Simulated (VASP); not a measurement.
InP, 2 atoms in the cell. It takes space group Fm-3m (No. 225, cubic). The conventional cell has a = 5.579 Å, b = 5.579 Å, c = 5.579 Å, α = 90.00°, β = 90.00°, γ = 90.00°. Within 3.7 Å of In (site symmetry m-3m) lie 6 P at 2.79 Å. Within 3.7 Å of P (site symmetry m-3m) lie 6 In at 2.79 Å. 

* Program: VASP 6.6.1
* Task: single point
* Functional: RPBE
* Potentials or basis: VASP PAW PBE potentials, release 64 (In_d, P)
* Cutoff: 500 eV
* k mesh: 8 × 8 × 8
* Occupations: gaussian, width 0.05 eV
* Spin: no spin polarisation
* Dipole correction: no
* Further INCAR settings: ALGO = Normal; EDIFF = 1e-06; NBANDS = 16

Potentials or basis: VASP PAW PBE potentials, release 64 (In_d, P).

Launch:

```sh
$ cat potpaw_PBE.64/In_d/POTCAR potpaw_PBE.64/P/POTCAR > POTCAR
$ mpirun -np 1 vasp_std > vasp.out
```

Hardware: 1 thread of Intel(R) Xeon(R) 6975P-C (Granite Rapids) (shared host).

Question: How long does it take, and how much memory?

Answer: Run time: 11 s on 1 thread of Intel(R) Xeon(R) 6975P-C (Granite Rapids), on a shared host, peak memory 0.16 GiB. Counts: scf iterations 13, k points 29.
